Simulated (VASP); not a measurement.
# Hf2Se3S3 in VASP: further runs, part 2 of 2

VASP 6.6.1. The steps go on from the part before.

### Step 4. Single point, PBE+D3(BJ)

The input, INCAR:

```
  PREC = Accurate
  ENCUT = 400
  EDIFF = 1E-6
  ISMEAR = -1
  SIGMA = 0.1896
  LREAL = Auto
  LASPH = T
  NELM = 120
  ALGO = Normal
  ISIF = 2
  LWAVE = F
  LCHARG = F
  GGA = PE
  IVDW = 12
  NBANDS = 70
  ISYM = -1
  GGA_COMPAT = F
```

The input, KPOINTS:

```
explicit points
1
Reciprocal
  0.25000000   0.25000000   0.25000000 1
```

The input, POSCAR:

```
Hf2Se3S3
1.0
    7.3673110000     -0.0439010000     -0.0180960000
   -0.0439010000      7.5102110000     -0.0415870000
   -0.0180960000     -0.0415870000      7.3739650000
Hf Se S
4 6 6
Direct
    0.0689972385      0.6052915810      1.0011167445
    0.5000173072      0.7811145094      0.6025806364
    0.4352132806      0.8767335700      0.0043716425
    0.8689527465      0.1419000442      0.1846581542
    0.6596301586      0.1025661621      0.8629402345
    0.2193526518      0.3433799400      0.1362445505
    0.6405712876     -0.0919395545      0.2833295639
    0.7764621448      0.6643696339      0.7494810457
    0.5300921558      0.4288920424      0.4821496822
   -0.0378437936      0.2318594788      0.5128282435
    0.1978379632      0.7268487517      0.2795875129
    0.2173297155      0.8258734478      0.7540303483
    0.4964641795      0.5107498066     -0.0206905555
    0.2484906677      0.3355751939      0.5871431791
    0.8065353758      0.4403389752      0.1044775017
    0.1435433703     -0.0223625146      1.1122009083
```

Potentials or basis: VASP PAW PBE potentials, release 64 (Hf_pv, Se, S).

Launch:

```bash
$ cat potpaw_PBE.64/Hf_pv/POTCAR potpaw_PBE.64/Se/POTCAR potpaw_PBE.64/S/POTCAR > POTCAR
$ mpirun -np 1 vasp_std > vasp.out
```

OUTCAR:

```text
PREC = Accurate
   ENCUT = 400
   EDIFF = 1E-6
   ISMEAR = -1
   LREAL = Auto
   LASPH = T
   NELM = 120
   ISIF = 2
   GGA = PE
   IVDW = 12
   ISYM = -1
 IVDW          = 12

 ion  position               nearest neighbor table
   1  0.069  0.605  0.001-  15 2.42  11 2.42   6 2.48  12 2.70   8 2.88  16 2.95  13 3.24   3 3.36

   2  0.500  0.781  0.603-  12 2.39   8 2.48   7 2.75   9 2.79   3 3.08  11 3.27   5 3.27
   3  0.435  0.877  0.004-  16 2.42  12 2.46   7 2.55   5 2.59  13 2.79  11 2.91   2 3.08   1 3.36

   4  0.869  0.142  0.185-  15 2.37  16 2.44   7 2.53  10 2.59   5 2.83   6 3.00
   5  0.660  0.103  0.863-   3 2.59   4 2.83   2 3.27
   6  0.219  0.343  0.136-   1 2.48  13 2.66   4 3.00
   7  0.641  0.908  0.283-   4 2.53   3 2.55   2 2.75
   8  0.776  0.664  0.749-   2 2.48   1 2.88
   9  0.530  0.429  0.482-  14 2.32   2 2.79
  10  0.962  0.232  0.513-  14 2.30   4 2.59
  11  0.198  0.727  0.280-  16 2.30   1 2.42   3 2.91   2 3.27
  12  0.217  0.826  0.754-   2 2.39   3 2.46   1 2.70
  13  0.496  0.511  0.979-  15 2.52   6 2.66   3 2.79   1 3.24
  14  0.248  0.336  0.587-  10 2.30   9 2.32
[... 141 lines left out ...]
 k-point     1 :       0.2500    0.2500    0.2500
  band No.  band energies     occupation
      1     -28.6358      2.00000
      2     -28.5609      2.00000
      3     -28.5106      2.00000
      4     -28.4355      2.00000
      5     -28.3312      2.00000
      6     -28.3249      2.00000
[... 60 lines left out ...]
     67       5.5270      0.00002
     68       5.6443      0.00001
 [bands above 68 left out]

------------------------ aborting loop because EDIFF is reached ----------------------------------------

 Edisp (eV)   -4.98394

 E8    (eV) :    -2.1444

  FORCE on cell =-STRESS in cart. coord.  units (eV):
  Direction    XX          YY          ZZ          XY          YZ          ZX
  --------------------------------------------------------------------------------------
  -------------------------------------------------------------------------------------
  Total      -3.29050    -3.04364     2.66916    -2.44046    -0.63392    -1.32239
  in kB     -12.92234   -11.95288    10.48225    -9.58412    -2.48953    -5.19326
  external pressure =       -4.80 kB  Pullay stress =        0.00 kB

 VOLUME and BASIS-vectors are now :
 -----------------------------------------------------------------------------
  energy-cutoff  :      400.00
  volume of cell :      407.97
      direct lattice vectors                 reciprocal lattice vectors
     7.367311000 -0.043901000 -0.018096000     0.135740303  0.000795340  0.000337598
    -0.043901000  7.510211000 -0.041587000     0.000795340  0.133160870  0.000752940
    -0.018096000 -0.041587000  7.373965000     0.000337598  0.000752940  0.135617327

 POSITION                                       TOTAL-FORCE (eV/Angst)
 -----------------------------------------------------------------------------------
      0.48173      4.54279     -0.01819         0.054400      0.409653     -0.831001
      3.63859      5.81932      4.40188         0.940908     -1.042229     -1.801260
      3.16778      6.56517     -0.01210         0.988607     -0.962447      0.299015
      6.39227      1.01987      1.34004        -0.020165      0.310360     -0.275201
      4.83958      0.70545      6.34709        -0.533653     -0.525679     -0.229565
      1.59850      2.56356      0.98641         0.991754      0.027828     -0.456385
[... 8 lines left out ...]
      5.92077      3.26729      0.73751        -0.052798      0.861097      0.246485
      1.01258      7.33130      0.78411        -0.830925      0.055350      1.065390
 -----------------------------------------------------------------------------------
    total drift:                               -0.009147     -0.015583      0.009493

  FREE ENERGIE OF THE ION-ELECTRON SYSTEM (eV)
  ---------------------------------------------------
  free  energy   TOTEN  =       -98.8075962607 eV

  energy  without entropy=      -97.9977855828  energy(sigma->0) =      -98.40269092
```

OSZICAR:

```text
N       E                     dE             d eps       ncg     rms          rms(c)
DAV:   1     0.623375306647E+03    0.62338E+03   -0.45544E+04   156   0.115E+03
DAV:   2    -0.381843557157E+02   -0.66156E+03   -0.63652E+03   170   0.272E+02
DAV:   3    -0.983375115892E+02   -0.60153E+02   -0.58549E+02   176   0.711E+01
DAV:   4    -0.100206283510E+03   -0.18688E+01   -0.18529E+01   168   0.138E+01
DAV:   5    -0.100270004461E+03   -0.63721E-01   -0.63610E-01   192   0.236E+00    0.881E+01
DAV:   6    -0.942400338786E+02    0.60300E+01   -0.20389E+01   168   0.115E+01    0.601E+01
DAV:   7    -0.944412649263E+02   -0.20123E+00   -0.76921E+00   176   0.977E+00    0.963E+00
DAV:   8    -0.938488116719E+02    0.59245E+00   -0.27636E+00   176   0.543E+00    0.347E+00
DAV:   9    -0.938289503001E+02    0.19861E-01   -0.48192E-01   184   0.206E+00    0.307E+00
DAV:  10    -0.938246019928E+02    0.43483E-02   -0.61868E-02   168   0.814E-01    0.126E+00
DAV:  11    -0.938235863243E+02    0.10157E-02   -0.10139E-02   168   0.348E-01    0.712E-01
DAV:  12    -0.938236432320E+02   -0.56908E-04   -0.29308E-03   184   0.165E-01    0.202E-01
DAV:  13    -0.938236448554E+02   -0.16234E-05   -0.36681E-04   184   0.666E-02    0.110E-01
DAV:  14    -0.938236468341E+02   -0.19787E-05   -0.15538E-04   176   0.353E-02    0.533E-02
DAV:  15    -0.938236548394E+02   -0.80053E-05   -0.28286E-05   160   0.184E-02    0.213E-02
DAV:  16    -0.938236575801E+02   -0.27407E-05   -0.67389E-06   160   0.860E-03    0.131E-02
DAV:  17    -0.938236580225E+02   -0.44247E-06   -0.15134E-06    96   0.414E-03
   1 F= -.98807596E+02 E0= -.98402691E+02  d E =-.809811E+00
```

stdout:

```text
POSCAR found type information on POSCAR HfSeS
 POSCAR found :  3 types and      16 ions
 scaLAPACK will be used
 LDA part: xc-table for (Slater+PW92), standard interpolation
 POSCAR, INCAR and KPOINTS ok, starting setup
 FFT: planning ... GRIDC
 FFT: planning ... GRID_SOFT
 FFT: planning ... GRID
 WAVECAR not read
 entering main loop
```

Run time: 36 s. Hardware: 1 thread of AMD EPYC 9R45 (Zen 5), shared host; peak memory 0.29 GiB.

Results:

```yaml
Free_energy: -98.8076 eV
Pressure: -0.5 GPa
Largest_force: 2.284 eV/Å
Dispersion_energy_per_atom: -0.311 eV
```

Forces on the atoms (eV/Å):
```
Hf   0.054  0.410 -0.831
Hf   0.941 -1.042 -1.801
Hf   0.989 -0.962  0.299
Hf  -0.020  0.310 -0.275
Se  -0.534 -0.526 -0.230
Se   0.992  0.028 -0.456
Se  -0.075 -0.609  1.873
Se   0.780  0.311  0.267
Se  -0.934  0.557  0.294
Se  -0.159 -0.109 -0.172
S   -0.001  0.084 -0.302
S   -0.258 -0.477 -0.802
S   -1.415  0.890  0.162
S    0.524  0.219  0.663
S   -0.053  0.861  0.246
S   -0.831  0.055  1.065
```

Caveat: the atoms stand as in a frame of molecular dynamics.

### Step 5. Summary

```tsv
cell	pressure (GPa)	largest force (eV/Å)
as given, atomic positions A	-2.7	4.09
as given, atomic positions B	-1.1	2.54
as given, atomic positions C	-0.5	2.28
```

Alike in all rows: task single point; level PBE+D3(BJ); potentials or basis VASP PAW PBE potentials, release 64 (Hf_pv, Se, S); no spin polarisation; k mesh 1 × 1 × 1, shifted; cutoff (eV) 400; smearing fermi-dirac 0.1896 eV.

Caveats: the atoms stand as in a frame of molecular dynamics.

Total energies depend on the potentials used, so only differences within one code and one set of settings carry meaning.
